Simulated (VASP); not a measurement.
Here is a VASP 6.6.1 calculation.

INCAR

```
PREC = Accurate
ENCUT = 600
EDIFF = 1E-6
ISMEAR = 1
SIGMA = 0.3
LREAL = F
LASPH = T
NELM = 60
ALGO = Normal
ISIF = 3
LWAVE = F
LCHARG = F
GGA = B5
ALDAX = 1.0
AGGAX = 1.0
AGGAC = 1.0
ALDAC = 0.0
IVDW = 12
VDW_S6 = 1.0
VDW_S8 = 2.6996
VDW_A1 = 0.4298
VDW_A2 = 4.2359
IBRION = 2
NSW = 80
EDIFFG = -0.05
```

The input KPOINTS:

```
Automatic mesh
0
Gamma
  6 6 4
  0.5 0.5 0.5
```

POSCAR

```
TiSe
1.0
    4.1783570000      0.0000000000      0.0000000000
    0.0000000000      4.1783570000      0.0000000000
    0.0000000000      0.0000000000      5.9844230000
Ti Se
2 2
Direct
    0.5000000000      0.5000000000      0.0000000000
    0.0000000000      0.0000000000      0.0000000000
    0.5000000000      0.0000000000      0.2394440000
    0.0000000000      0.5000000000      0.7605560000
```

Potentials or basis: VASP PAW PBE potentials, release 64 (Ti_sv, Se).

Run with:

```bash
$ cat potpaw_PBE.64/Ti_sv/POTCAR potpaw_PBE.64/Se/POTCAR > POTCAR
$ mpirun -np 1 vasp_std > vasp.out
```

Problem. Predict the relaxed volume.

Solution. 20.62 Å³/atom.

Problem. What does it give for the space group after relaxing (to 0.1 Å)?

Solution. P4/nmm (No. 129).

Problem. Predict the band gap on the k mesh.

Solution. Zero (bands 18 and 19 overlap by 0.76 eV).

Forces in eV/Å, atoms in the order of the input:
```
Ti   0.000  0.000  0.000
Ti   0.000  0.000  0.000
Se   0.000  0.000  0.049
Se   0.000  0.000 -0.049
```

Caveat: the volume moved by over 15 % at a fixed basis, so the end points are rough; so wide a smearing shifts energies and pressures; the PAW data sets were made with another functional, which shifts forces and pressure a little; the relaxation stopped at a loose force limit of 0.05 eV/Å, so its end isn't a converged minimum.
